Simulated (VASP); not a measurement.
## CdS: electric field gradients with LDA

Crystal: CdS.

```
CELL_PARAMETERS angstrom
4.05210 0.00000 0.00000
-2.02605 3.50922 0.00000
0.00000 0.00000 6.74900
ATOMIC_POSITIONS crystal
Cd 0.33333 0.66667 0.00000
Cd 0.66667 0.33333 0.50000
S 0.33333 0.66667 0.38500
S 0.66667 0.33333 0.88500
```

This cell differs from its parent crystal: equal xx and yy strain of -2 %.

```json
{
 "Program": "VASP 6.6.1",
 "Task": "electric field gradients",
 "Functional": "LDA",
 "Potentials or basis": "VASP PAW LDA potentials, release 64 (Cd, S)",
 "Cutoff": "520 eV",
 "k mesh": "8 × 8 × 4",
 "Occupations": "fermi-dirac, width 0.02 eV",
 "Spin": "no spin polarisation",
 "Dipole correction": "no",
 "Further INCAR settings": "ALGO = Normal; EDIFF = 1e-08; NBANDS = 26"
}
```

The pressure is 0.5 GPa. The largest force is 0.418 eV/Å and the band gap on the k mesh is 1.04 eV. The largest electric field gradient by atom is Cd +54.4; S -3.2 V/Å².

Forces in eV/Å, atoms in the order of the input:
```
Cd   0.000  0.000  0.418
Cd   0.000  0.000  0.418
S    0.000  0.000 -0.418
S    0.000  0.000 -0.418
```

Stress tensor (GPa, compression positive):
```
 2.02  0.00  0.00
 0.00  2.02  0.00
 0.00  0.00 -2.57
```

Levels at points of the mesh, in eV from the valence-band top:
```csv
k point,band 16,band 17,band 18,band 19,band 20,band 21
"(0.00, 0.00, 0.00)",-0.12,0.00,0.00,1.04,2.63,6.35
"(0.50, 0.00, 0.00)",-2.02,-1.38,-0.95,3.56,3.70,4.79
"(0.00, 0.00, 0.50)",-0.37,-0.37,-0.37,2.70,2.70,5.86
"(0.50, 0.00, 0.50)",-1.51,-1.47,-1.47,3.25,3.25,5.09
```

Electric field gradients, principal values (V/Å²):
| atom | least | middle | greatest (by size) |
| --- | --- | --- | --- |
| 1 Cd | -27.206 | -27.209 | 54.415 |
| 2 Cd | -27.206 | -27.209 | 54.415 |
| 3 S | 1.602 | 1.604 | -3.206 |
| 4 S | 1.602 | 1.604 | -3.206 |

Run time: 2.1 min on 1 thread of Intel Xeon 8259CL, with other jobs on the host, peak memory 0.21 GiB.

Caveat: the cell differs from its parent crystal (equal xx and yy strain of -2 %); without QUAD_EFG the Cq values of the log hold for a quadrupole moment of 1 mb, not for the nuclei.
